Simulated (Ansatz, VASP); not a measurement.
**Ba: VASP beside Ansatz**

INCAR

```
PREC = Accurate ; ENCUT = 520
EDIFF = 1E-7 ; ISMEAR = -1
SIGMA = 0.08 ; LREAL = F
LASPH = T ; NELM = 100
ALGO = Normal ; ISIF = 2
LWAVE = F ; LCHARG = F
GGA = PE ; NBANDS = 17
```

The input KPOINTS:

```
regular mesh
0
Gamma
  10 10 10
```

POSCAR

```
Ba
1.0
   -3.0567782119      3.0567782119      1.6820175714
    3.0567782119     -3.0567782119      1.6820175714
    3.0567782119      3.0567782119     -1.6820175714
Ba
2
Direct
   -0.3750000000     -0.1250000000     -0.2500000000
    0.3750000000      0.1250000000      0.2500000000
```

Input for Ansatz:

```yaml
crystal:
  lattice:
    - [-3.0567782119, 3.0567782119, 1.6820175714]
    - [3.0567782119, -3.0567782119, 1.6820175714]
    - [3.0567782119, 3.0567782119, -1.6820175714]
  atoms:
    - { symbol: Ba, position: [-0.375, -0.125, -0.25] }
    - { symbol: Ba, position: [0.375, 0.125, 0.25] }
kpoints:
  mp_grid: { grid: [10, 10, 10] }
scf:
  occupations: { method: fermi_dirac, width: 0.08 }
hamiltonian:
  xc: pbe
  pseudopotentials: { kind: all_electron, lapw: { basis_error: 0.001 } }
output:
  forces: true
  stress: true
  eigenvalues: true
  populations: true
```

Change from the starting cell: volume scaled by 0.52, LAPW.

Alike in both runs: task single point; functional PBE; k mesh 10 × 10 × 10; occupations fermi-dirac, width 0.08 eV; no spin polarisation.

|  | VASP | Ansatz |
| --- | --- | --- |
| version | VASP 6.6.1 | Ansatz 0.2.0 |
| potentials or method | VASP PAW PBE potentials, release 64 (Ba_sv), cutoff 520 eV | all-electron LAPW, scalar-relativistic |

Ansatz gave:

- pressure (GPa): 14.7
- traceless stress, the component that is largest in VASP (GPa): 0.40

What did VASP give for the same quantities?

Pressure (GPa): 17.3; traceless stress, the component that is largest in VASP (GPa): 0.27.

Ansatz ran all-electron here, and VASP with PAW potentials.

Spin-orbit coupling is off throughout.
